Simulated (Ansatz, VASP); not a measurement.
One calculation of Al2Cu, two programs

File INCAR:

```
SYSTEM = Al2Cu
ALGO     = Fast           ! electronic algorithm
EDIFF    = 1E-6           ! SCF threshold, eV
EDIFFG   = -0.001         ! ionic threshold
ENCUT    = 600            ! plane-wave cutoff, eV
GGA      = PS             ! functional
IBRION   = 2              ! ionic algorithm
ISIF     = 3              ! what is computed and relaxed
ISMEAR   = -1             ! smearing method
LASPH    = .TRUE.         ! aspherical terms in the spheres
LCHARG   = .FALSE.        ! write CHGCAR
LREAL    = .FALSE.        ! projectors in reciprocal space
LWAVE    = .FALSE.        ! write WAVECAR
NELM     = 80             ! most SCF steps
NSW      = 80             ! ionic steps
PREC     = Accurate       ! precision mode
SIGMA    = 0.15           ! smearing width, eV
```

File KPOINTS:

```
k-points
0
G
  10 10 14
  0 0 0
```

POSCAR

```
Al2Cu
1.0
    4.0848572963      0.0000000000      0.0000000000
    0.0000000000      4.0848572963      0.0000000000
    0.0000000000      0.0000000000      2.8464075254
Al Cu
2 1
Direct
    0.5000000000      0.0000000000      0.5000000000
    0.0000000000      0.5000000000      0.5000000000
    0.0000000000      0.0000000000      0.0000000000
```

Input for Ansatz:

```yaml
crystal:
  lattice:
    - [4.0848572963, 0.0, 0.0]
    - [0.0, 4.0848572963, 0.0]
    - [0.0, 0.0, 2.8464075254]
  atoms:
    - { symbol: Al, position: [0.5, 0.0, 0.5] }
    - { symbol: Al, position: [0.0, 0.5, 0.5] }
    - { symbol: Cu, position: [0.0, 0.0, 0.0] }
basis:
  ecutwfc: 420
kpoints:
  mp_grid: { grid: [10, 10, 14] }
hamiltonian:
  xc: pbesol
  pseudopotentials: { kind: paw, azcp: { folder: soft_1 } }
scf:
  occupations: { method: fermi_dirac, width: 0.15 }
output:
  forces: true
  stress: true
  eigenvalues: true
relax:
  adjacent_minimum: "off"
  f_tol: 0.001
  max_steps: 60
  cell: { stress_tol: 0.01 }
```

Alike in both runs: task relaxation of cell and atoms; functional PBEsol; k mesh 10 × 10 × 14; occupations fermi-dirac, width 0.15 eV; no spin polarisation.

|  | VASP | Ansatz |
| --- | --- | --- |
| version | VASP 6.6.1 | Ansatz 0.2.0 |
| potentials or method | VASP PAW PBE potentials, release 64 (Al, Cu), cutoff 600 eV | scalar-relativistic, plane waves, PAW |
| valence electrons in the cell | 17 | 25 |

```csv
,VASP,Ansatz,Ansatz less VASP
"gap on the k mesh at the Fermi level, each at its own relaxed structure (eV)",none,none,-
relaxed volume (Å³/atom),15.90,15.86,-0.043
relaxed cell length with the largest relative difference (Å),2.847,2.844,-0.0027
```

VASP's potentials were made for PBE, not for PBEsol, and Ansatz warns of the same on its side. A gap of «none» marks a metal or a gap that the smearing closes. VASP's potentials hold 17 valence electrons a cell and Ansatz's 25, so a difference there can come from the potentials and not from the codes.
